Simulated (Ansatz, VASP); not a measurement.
ZnS in VASP and in Ansatz

```
Zn S
1.0
     0.00000    2.66408    2.70465
     2.66408    0.00000    2.70465
     2.66408    2.66408    0.00000
Zn S
1 1
Direct
  0.00000 0.00000 0.00000
  0.75000 0.75000 0.75000
```

Change from the starting cell: strain -0.015 along x and y, +0.000 along z, atoms carried along.

Alike in both runs: task single point; functional PBE; k mesh 10 × 10 × 10; occupations gaussian, width 0.05 eV; no spin polarisation.

```csv
,VASP,Ansatz
version,VASP 6.6.1,Ansatz 0.2.0
potentials or method,"VASP PAW PBE potentials, release 64 (Zn, S), cutoff 520 eV","scalar-relativistic, plane waves, PAW"
valence electrons in the cell,18,18
```

|  | VASP | Ansatz | Ansatz less VASP |
| --- | --- | --- | --- |
| gap on the k mesh at the Fermi level (eV) | 2.22 | 2.21 | -0.007 |
| least direct gap on the mesh (eV) | 2.22 | 2.21 | -0.007 |
| pressure (GPa) | 4.0 | 3.8 | -0.18 |
| traceless stress, the component that is largest in VASP (GPa) | -0.40 | -0.41 | -0.005 |
